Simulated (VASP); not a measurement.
Input of a VASP 6.6.1 run:

INCAR

```
SYSTEM = Pb
ALGO = Normal ; EDIFF = 1E-7
ENCUT = 520 ; GGA = PE
ISIF = 2 ; ISMEAR = 0
IVDW = 12 ; LASPH = .TRUE.
LCHARG = .TRUE. ; LELF = .TRUE.
LREAL = .FALSE. ; LVHAR = .TRUE.
LWAVE = .FALSE. ; NBANDS = 21
NELM = 80 ; PREC = Accurate
SIGMA = 0.1
```

Contents of KPOINTS:

```
k-points
0
G
  12 12 14
  0 0 0
```

The input POSCAR:

```
Pb
1.0
    5.3737703339      0.0000000000      0.0000000000
   -2.6868851670      4.6538216232      0.0000000000
    0.0000000000      0.0000000000      3.1884848662
Pb
2
Direct
    0.3333333333      0.6666666667      0.0000000000
    0.6666666667      0.3333333333      0.0000000000
```

Potentials or basis: VASP PAW PBE potentials, release 64 (Pb_d).

Launch:

```bash
$ cat potpaw_PBE.64/Pb_d/POTCAR > POTCAR
$ mpirun -np 1 vasp_std > vasp.out
```

(1) Predict the pressure.

(2) Estimate the band gap on the k mesh.

Answers

(1) 0.0 GPa.

(2) zero (bands 14 and 15 overlap by 3.15 eV).

Caveat: spin-orbit coupling is left out, which moves the levels of the heavy elements.
